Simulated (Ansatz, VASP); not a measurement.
# BaW2: VASP beside Ansatz

```
Ba W
1.0
     0.00000    4.06208    4.06208
     4.06208    0.00000    4.06208
     4.06208    4.06208    0.00000
Ba W
2 4
Direct
  0.50000 0.50000 0.50000
  0.75000 0.75000 0.75000
  0.12500 0.12500 0.12500
  0.62500 0.12500 0.12500
  0.12500 0.12500 0.62500
  0.12500 0.62500 0.12500
```

Alike in both runs: functional PBE; k mesh 8 × 8 × 8; occupations gaussian, width 0.1 eV; no spin polarisation.

Ansatz relaxed the structure, and its values are those at the end. VASP's run is a single point on that final structure, the one shown.

|  | VASP | Ansatz |
| --- | --- | --- |
| version | VASP 6.6.1 | Ansatz 0.2.0 |
| potentials or method | VASP PAW PBE potentials, release 64 (Ba_sv, W_sv), cutoff 520 eV | scalar-relativistic, plane waves, PAW |
| valence electrons in the cell | 76 | 76 |

```csv
,VASP,Ansatz,Ansatz less VASP
gap on the k mesh at the Fermi level (eV),none,none,-
pressure (GPa),1.5,0.0,-1.48
```

A gap of «none» marks a metal or a gap that the smearing closes. The functional is the same, so the differences come from potentials, cutoffs and numerics.

Neither program's run includes spin-orbit coupling.
